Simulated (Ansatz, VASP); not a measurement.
**Two plane-wave programs on LiCl**

```
Li Cl
1.0
     0.00000    2.46217    2.35958
     2.46217    0.00000    2.35958
     2.46217    2.46217    0.00000
Li Cl
1 1
Direct
  0.00000 0.00000 0.00000
  0.50000 0.50000 0.50000
```

Change from the starting cell: strain -0.040 along x and y, -0.080 along z, atoms carried along.

Alike in both runs: task single point; functional PBE; k mesh 8 × 8 × 8; occupations gaussian, width 0.05 eV; no spin polarisation.

```csv
,VASP,Ansatz
version,VASP 6.6.1,Ansatz 0.2.0
potentials or method,"VASP PAW PBE potentials, release 64 (Li_sv, Cl), cutoff 520 eV","scalar-relativistic, plane waves, PAW"
valence electrons in the cell,10,10
```

|  | VASP | Ansatz | Ansatz less VASP |
| --- | --- | --- | --- |
| gap on the k mesh at the Fermi level (eV) | 6.85 | 6.83 | -0.024 |
| least direct gap on the mesh (eV) | 7.17 | 7.14 | -0.024 |

Noted on VASP's run: the cutoff is under 1.25 times that of the potentials, so the pressure is a little rough.
